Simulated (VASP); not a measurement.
Wanted: the native input for a VASP 6.6.1 run.

```yaml
Task: single point
Functional: LDA
Potentials_or_basis: VASP PAW LDA potentials, release 64 (Ru_pv, Ir)
Cutoff: 520 eV
k_mesh: 24 × 24 × 12
Occupations: gaussian, width 0.15 eV
Spin: no spin polarisation
Dipole_correction: no
Further_INCAR_settings: ALGO = Fast; EDIFF = 1e-06; NBANDS = 18
```

The structure of IrRu lies in POSCAR:

```
IrRu
1.0
    2.8765992324      0.0000000000      0.0000000000
   -1.4382996162      2.4912080118      0.0000000000
    0.0000000000      0.0000000000      3.8860091085
Ru Ir
1 1
Direct
    0.6666666667      0.3333333333      0.0000000000
    0.0000000000      0.0000000000      0.5000000000
```

This cell differs from its parent crystal: ratio of the length along z to the lengths across it x 0.85, volume and fractional coordinates fixed.

One way to write it, as run:

INCAR

```
ALGO = Fast ; EDIFF = 1E-6
ENCUT = 520 ; GGA = CA
ISIF = 2 ; ISMEAR = 0
LASPH = T ; LCHARG = T
LELF = T ; LREAL = F
LVHAR = T ; LWAVE = F
NBANDS = 18 ; NELM = 60
PREC = Accurate ; SIGMA = 0.15
```

KPOINTS

```
k-points
0
Gamma
  24 24 12
```

Potentials or basis: VASP PAW LDA potentials, release 64 (Ru_pv, Ir).

Run with:

```console
$ cat potpaw_LDA.64/Ru_pv/POTCAR potpaw_LDA.64/Ir/POTCAR > POTCAR
$ mpirun -np 1 vasp_std > vasp.out
```

Results of the run:

```
Pressure               : 1.7 GPa
Band gap on the k mesh : zero (an odd number of electrons rules out a gap without spin polarisation)
```

Caveat: spin-orbit coupling is left out, which moves the levels of the heavy elements.

It took 2.1 min on 1 thread of AMD EPYC 9R45 96-Core Processor (Zen 5), on a shared host, peak memory 0.3 GiB.
